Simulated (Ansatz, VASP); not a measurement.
**One calculation of ZnSe, two programs**

Contents of INCAR:

```
PREC = Accurate ; ENCUT = 520
EDIFF = 1E-6 ; ISMEAR = 0
SIGMA = 0.02 ; LREAL = False
LASPH = True ; NELM = 100
ALGO = Normal ; ISIF = 2
LWAVE = False ; LCHARG = True
GGA = PE ; LELF = True
LVHAR = True ; NBANDS = 16
```

File KPOINTS:

```
regular mesh
0
Gamma
  8 8 8
```

POSCAR

```
ZnSe
1.0
    0.0000000000      2.7463653353      2.7463653353
    2.7463653353      0.0000000000      2.7463653353
    2.7463653353      2.7463653353      0.0000000000
Zn Se
1 1
Direct
    0.0000000000      0.0000000000      0.0000000000
    0.2500000000      0.2500000000      0.2500000000
```

Input for Ansatz:

```yaml
crystal:
  lattice:
    - [0.0, 2.7463653353, 2.7463653353]
    - [2.7463653353, 0.0, 2.7463653353]
    - [2.7463653353, 2.7463653353, 0.0]
  atoms:
    - { symbol: Zn, position: [0.0, 0.0, 0.0] }
    - { symbol: Se, position: [0.25, 0.25, 0.25] }
basis:
  ecutwfc: 420
kpoints:
  mp_grid: { grid: [8, 8, 8] }
hamiltonian:
  xc: pbe
scf:
  occupations: { method: gaussian, width: 0.02 }
output:
  forces: true
  stress: true
  eigenvalues: true
```

Alike in both runs: task single point; functional PBE; k mesh 8 × 8 × 8; occupations gaussian, width 0.02 eV; no spin polarisation.

```csv
,VASP,Ansatz
version,VASP 6.6.1,Ansatz 0.2.0
potentials or method,"VASP PAW PBE potentials, release 64 (Zn, Se), cutoff 520 eV","scalar-relativistic, plane waves, PAW"
valence electrons in the cell,18,28
```

```tsv
	VASP	Ansatz	Ansatz less VASP
gap on the k mesh at the Fermi level (eV)	1.68	1.68	-0.006
least direct gap on the mesh (eV)	1.68	1.68	-0.006
pressure (GPa)	10.1	9.7	-0.34
```

The functional is the same, so the differences come from potentials, cutoffs and numerics. VASP's potentials hold 18 valence electrons a cell and Ansatz's 28, so a difference there can come from the potentials and not from the codes.
